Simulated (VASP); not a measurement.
Input of a VASP 6.6.1 run:

File POSCAR:

```
GaP
1.0
    0.0000000000      2.8071612660      2.8071612660
    2.8071612660      0.0000000000      2.8071612660
    2.8071612660      2.8071612660      0.0000000000
Ga P
1 1
Direct
    0.0000000000      0.0000000000      0.0000000000
    0.2500000000      0.2500000000      0.2500000000
```

INCAR.step1

```
ALGO = Normal ; EDIFF = 1E-5
ENCUT = 520 ; GGA = PE
ISIF = 2 ; ISMEAR = 0
LASPH = T ; LCHARG = F
LREAL = F ; LWAVE = T
NBANDS = 16 ; NELM = 80
PREC = Accurate ; SIGMA = 0.01
```

File INCAR.step2:

```
ALGO = Normal ; EDIFF = 1E-6
ENCUT = 520 ; GGA = PE
HFSCREEN = 0.2079 ; ISIF = 2
ISMEAR = 0 ; ISTART = 1
LASPH = T ; LCHARG = F
LHFCALC = T ; LREAL = F
LWAVE = F ; NBANDS = 16
NELM = 80 ; PREC = Accurate
PRECFOCK = Normal ; SIGMA = 0.01
```

File KPOINTS:

```
k-points
0
Gamma
  6 6 6
```

Potentials or basis: VASP PAW PBE potentials, release 64 (Ga_d, P).

Launch:

```bash
$ cat potpaw_PBE.64/Ga_d/POTCAR potpaw_PBE.64/P/POTCAR > POTCAR
$ cp INCAR.step1 INCAR
$ mpirun -np 1 vasp_std > vasp.out
$ cp INCAR.step2 INCAR
$ mpirun -np 1 vasp_std > vasp.out
```

Q: Estimate the pressure.

A: -6.0 GPa.

Q: What does it give for the band gap on the k mesh?

A: 2.00 eV.

Caveat: the cell differs from its parent crystal (strain +3.0%); the cell stands under tension; the PAW data sets were made with another functional, which shifts forces and pressure a little. A k mesh can miss the band edges.
